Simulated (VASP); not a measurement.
Set up this calculation in VASP 6.6.1, as the native input.

```yaml
Task: single point
Functional: PBE
Potentials_or_basis: VASP PAW PBE potentials, release 64 (Nb_sv, P)
Cutoff: 520 eV
k_mesh: 6 × 6 × 2
Occupations: gaussian, width 0.1 eV
Spin: collinear spin
Starting_moments: "[1.0, 1.0, 1.0, 1.0, 0.0, 0.0, 0.0] μB"
Dipole_correction: no
Further_INCAR_settings: ALGO = Fast; EDIFF = 1e-06; NBANDS = 46
```

The structure of Nb4P3 lies in POSCAR:

```
Nb4P3
1.0
    3.5249656364      0.0000000000      0.0000000000
    0.0000000000      3.5249656364      0.0000000000
    0.0000000000      0.0000000000      9.7675786387
Nb P
4 3
Direct
    0.0000000000      0.0000000000      0.0000000000
    0.5000000000      0.5000000000      0.7576343155
    0.0000000000      0.0000000000      0.5000000000
    0.5000000000      0.5000000000      0.2423656845
    0.0000000000      0.0000000000      0.7563742513
    0.5000000000      0.5000000000      0.5000000000
    0.0000000000      0.0000000000      0.2436257487
```

This cell differs from its parent crystal: atoms taken out.

The input as run:

INCAR

```
SYSTEM = Nb4P3
ALGO     = Fast           ! electronic algorithm
EDIFF    = 1E-6           ! SCF threshold, eV
ENCUT    = 520            ! plane-wave cutoff, eV
GGA      = PE             ! functional
ISIF     = 2              ! what is computed and relaxed
ISMEAR   = 0              ! smearing method
ISPIN    = 2              ! spin polarisation
LASPH    = .True.         ! aspherical terms in the spheres
LCHARG   = .False.        ! write CHGCAR
LMAXMIX  = 4              ! l up to which the mixer works
LORBIT   = 11             ! projections on sites
LREAL    = .False.        ! projectors in reciprocal space
LWAVE    = .False.        ! write WAVECAR
MAGMOM   = 1 1 1 1 0 0 0  ! initial moments
NBANDS   = 46             ! bands
NELM     = 150            ! most SCF steps
PREC     = Accurate       ! precision mode
SIGMA    = 0.1            ! smearing width, eV
```

KPOINTS

```
k-points
0
Gamma
  6 6 2
  0 0 0
```

Potentials or basis: VASP PAW PBE potentials, release 64 (Nb_sv, P).

Command:

```console
$ cat potpaw_PBE.64/Nb_sv/POTCAR potpaw_PBE.64/P/POTCAR > POTCAR
$ mpirun -np 1 vasp_std > vasp.out
```

It gave:

The pressure is -0.4 GPa, the largest force is 0.038 eV/Å and the net moment is 0.00 μB per cell. The valence electrons inside the program's atomic spheres are Nb 10.54, 10.64, 10.71 (each value once); P 2.61, 2.59 (each value once).

Caveat: the cell differs from its parent crystal (atoms taken out).

It took 13 min on 1 thread of Oxide Virtual Turin-like Processor (shared host), peak memory 0.34 GiB.
